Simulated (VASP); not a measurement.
Input of a VASP 6.6.1 run:

Contents of INCAR:

```
SYSTEM = Ga2O
  PREC = Accurate
  ENCUT = 600
  EDIFF = 1E-6
  ISMEAR = 0
  SIGMA = 0.1
  LREAL = .False.
  LASPH = .True.
  NELM = 60
  ALGO = Normal
  ISIF = 3
  LWAVE = .False.
  LCHARG = .False.
  GGA = PE
  IBRION = 2
  NSW = 90
  EDIFFG = -0.04
```

The input KPOINTS:

```
regular mesh
0
Gamma
  6 6 6
  0 0 0
```

POSCAR

```
Ga2O
1.0
    4.5253734800      0.0000000000      0.0000000000
   -2.2626867400      3.9190883900      0.0000000000
    0.0000000000      0.0000000000      2.7685676800
Ga O
2 1
Direct
    0.0000000000      0.0000000000      0.5000000000
    0.3333333300      0.6666666700      0.0000000000
    0.6666666700      0.3333333300      0.5000000000
```

Potentials or basis: VASP PAW PBE potentials, release 64 (Ga_d, O).

Command:

```sh
$ cat potpaw_PBE.64/Ga_d/POTCAR potpaw_PBE.64/O/POTCAR > POTCAR
$ mpirun -np 1 vasp_std > vasp.out
```

(1) Estimate the band gap on the k mesh.

(2) Predict the relaxed volume.

(3) Predict the relaxed cell.

## Answers

(1) zero (band 16 reaches 6.03 eV, above the bottom of band 17 at 5.06 eV).

(2) 15.34 Å³/atom.

(3) a = 3.667 Å, b = 3.667 Å, c = 3.952 Å, α = 90.00°, β = 90.00°, γ = 120.00°.

Caveat: the k points lie up to 0.33 Å⁻¹ apart in the final cell.
